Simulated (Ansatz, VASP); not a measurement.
**Two plane-wave programs on NbPdSe3**

```
CELL_PARAMETERS angstrom
4.69423 0.00000 0.00000
0.00000 4.69423 0.00000
0.00000 0.00000 4.69423
ATOMIC_POSITIONS crystal
Nb 0.00000 0.00000 0.00000
Pd 0.50000 0.50000 0.50000
Se 0.00000 0.50000 0.50000
Se 0.50000 0.00000 0.50000
Se 0.50000 0.50000 0.00000
```

Change from the starting cell: species swapped into the GdBPd3 type (Pm-3m, No. 221).

Alike in both runs: task single point; functional PBE; k mesh 4 × 4 × 4; occupations gaussian, width 0.1 eV; no spin polarisation.

```csv
,VASP,Ansatz
version,VASP 6.6.1,Ansatz 0.2.0
potentials or method,"VASP PAW PBE potentials, release 64 (Nb_sv, Pd, Se), cutoff 520 eV","scalar-relativistic, plane waves, PAW"
valence electrons in the cell,41,79
```

```csv
,VASP,Ansatz,Ansatz less VASP
gap on the k mesh at the Fermi level (eV),none,none,-
pressure (GPa),8.4,8.3,-0.12
```

A gap of «none» marks a metal or a gap that the smearing closes. VASP's potentials hold 41 valence electrons a cell and Ansatz's 79, so a difference there can come from the potentials and not from the codes.
